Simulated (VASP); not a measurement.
Input of a VASP 6.6.1 run:

INCAR

```
PREC = Accurate ; ENCUT = 520
EDIFF = 1E-6 ; ISMEAR = -1
SIGMA = 0.02 ; LREAL = False
LASPH = True ; NELM = 80
ALGO = Normal ; ISIF = 2
LWAVE = False ; LCHARG = True
GGA = PE ; LELF = True
LVHAR = True ; NBANDS = 17
```

KPOINTS

```
Automatic mesh
0
Gamma
  6 6 6
```

File POSCAR:

```
TePb
1.0
    0.0000000000      3.6414940711      3.6414940711
    3.6414940711      0.0000000000      3.6414940711
    3.6414940711      3.6414940711      0.0000000000
Pb Te
1 1
Direct
    0.0000000000      0.0000000000      0.0000000000
    0.2500000000      0.2500000000      0.2500000000
```

Potentials or basis: VASP PAW PBE potentials, release 64 (Pb_d, Te).

The run is started by

```sh
$ cat potpaw_PBE.64/Pb_d/POTCAR potpaw_PBE.64/Te/POTCAR > POTCAR
$ mpirun -np 1 vasp_std > vasp.out
```

Question: What does it give for the band gap on the k mesh?

Answer: 0.74 eV, indirect (least direct gap 1.19 eV).

Question: Estimate the pressure.

Answer: 0.5 GPa.

Caveat: spin-orbit coupling is left out, which moves the levels of the heavy elements. A k mesh can miss the band edges.
